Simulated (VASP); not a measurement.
A run of VASP 6.6.1:

INCAR

```
PREC = Accurate
ENCUT = 520
EDIFF = 1E-8
ISMEAR = -1
SIGMA = 0.05
LREAL = F
LASPH = T
NELM = 60
ALGO = Normal
ISIF = 2
LWAVE = F
LCHARG = F
GGA = PS
LEFG = T
NBANDS = 12
```

KPOINTS

```
Automatic mesh
0
Gamma
  11 11 11
```

The input POSCAR:

```
SbAs
1.0
    2.0127488605      1.1620610964      3.6123300000
   -2.0127488605      1.1620610964      3.6123300000
    0.0000000000     -2.3241221929      3.6123300000
Sb As
1 1
Direct
    0.5000000000      0.5000000000      0.5000000000
    0.0000000000      0.0000000000      0.0000000000
```

Potentials or basis: VASP PAW PBE potentials, release 64 (Sb, As).

The run is started by

```sh
$ cat potpaw_PBE.64/Sb/POTCAR potpaw_PBE.64/As/POTCAR > POTCAR
$ mpirun -np 1 vasp_std > vasp.out
```

Hardware: 1 thread of Intel(R) Xeon(R) Platinum 8375C CPU @ 2.90GHz (Ice Lake), on a shared host.

Q: Estimate the wall time of this run.

A: Run time: 59 s on 1 thread of Intel(R) Xeon(R) Platinum 8375C CPU @ 2.90GHz (Ice Lake) (shared host), peak memory 0.24 GiB. Counts: scf iterations 15, k points 146.
